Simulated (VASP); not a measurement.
Mo: single point with PBE

System: Mo, a slab with vacuum.

```
CELL_PARAMETERS angstrom
3.00378 0.00000 0.00000
0.00000 4.24799 0.00000
0.00000 0.00000 28.06205
ATOMIC_POSITIONS crystal
Mo 0.00000 0.00000 0.52339
Mo 0.50000 0.50000 0.52003
Mo 0.50000 0.00000 0.60353
Mo 0.00000 0.50000 0.60580
Mo 0.00000 0.00000 0.68880
Mo 0.50000 0.50000 0.68735
Mo 0.50000 0.00000 0.76796
Mo 0.00000 0.50000 0.77064
```

```
Program                : VASP 6.6.1
Task                   : single point
Functional             : PBE
Potentials or basis    : VASP PAW PBE potentials, release 64 (Mo_sv)
Cutoff                 : 400 eV
k mesh                 : 12 × 8 × 1
Occupations            : methfessel-paxton, width 0.1 eV
Spin                   : no spin polarisation
Dipole correction      : yes
Further INCAR settings : ALGO = Normal; EDIFF = 1e-06; NBANDS = 66; NELMDL = -8
```

* Largest force: 0.653 eV/Å
* Band gap on the k mesh: zero (bands 56 and 57 overlap by 2.02 eV)

Forces in eV/Å, atoms in the order of the input:
```
Mo   0.000  0.000  0.152
Mo   0.000  0.000  0.477
Mo   0.000  0.000 -0.059
Mo   0.000  0.000 -0.653
Mo   0.000  0.000 -0.078
Mo   0.000  0.000  0.216
Mo   0.000  0.000  0.062
Mo   0.000  0.000 -0.117
```

Levels at points of the mesh, in eV from the Fermi level:
```
           k point  band 52  band 53  band 54  band 55  band 56  band 57  band 58  band 59  band 60  band 61
(0.00, 0.00, 0.00)    -1.28    -0.20    -0.19     0.06     0.41     0.48     0.75     0.81     1.00     1.23
(0.50, 0.00, 0.00)    -1.43    -1.37    -1.33    -1.21    -1.16    -0.81    -0.75     0.01     0.06     0.76
(0.00, 0.50, 0.00)    -0.78    -0.66    -0.65    -0.63    -0.50    -0.48    -0.46    -0.25    -0.11    -0.09
(0.50, 0.50, 0.00)    -0.73     1.18     1.18     1.19     1.20     1.88     1.90     1.90     1.91     2.03
```

Wall time 33 min on 1 thread of Intel Xeon 8259CL (shared host), peak memory 0.56 GiB.
